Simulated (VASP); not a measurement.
Write the native input for VASP 6.6.1 that does the following.

```
Task                   : single point
Functional             : PBEsol
Potentials or basis    : VASP PAW PBE potentials, release 64 (Rb_sv)
Cutoff                 : 520 eV
k mesh                 : 7 × 7 × 7
Occupations            : fermi-dirac, width 0.05 eV
Spin                   : no spin polarisation
Dipole correction      : no
Further INCAR settings : ALGO = Normal; EDIFF = 1e-06; NBANDS = 10
```

The structure of Rb lies in POSCAR:

```
Rb
1.0
   -2.8025000000      2.8025000000      2.8025000000
    2.8025000000     -2.8025000000      2.8025000000
    2.8025000000      2.8025000000     -2.8025000000
Rb
1
Direct
    0.0000000000      0.0000000000      0.0000000000
```

These files were run (other wordings do the same):

INCAR

```
SYSTEM = Rb
  ALGO = Normal
  EDIFF = 1E-6
  ENCUT = 520
  GGA = PS
  ISIF = 2
  ISMEAR = -1
  LASPH = .TRUE.
  LCHARG = .FALSE.
  LREAL = .FALSE.
  LWAVE = .FALSE.
  NBANDS = 10
  NELM = 80
  PREC = Accurate
  SIGMA = 0.05
```

KPOINTS

```
k-points
0
G
  7 7 7
  0 0 0
```

Potentials or basis: VASP PAW PBE potentials, release 64 (Rb_sv).

Run with:

```bash
$ cat potpaw_PBE.64/Rb_sv/POTCAR > POTCAR
$ mpirun -np 1 vasp_std > vasp.out
```

It gave:

```yaml
Pressure: -0.1 GPa
```

Caveat: the PAW data sets were made with another functional, which shifts forces and pressure a little.

Run time: 9.4 s on 1 thread of AMD EPYC 9R45 96-Core Processor (Zen 5), on a shared host, peak memory 0.16 GiB.
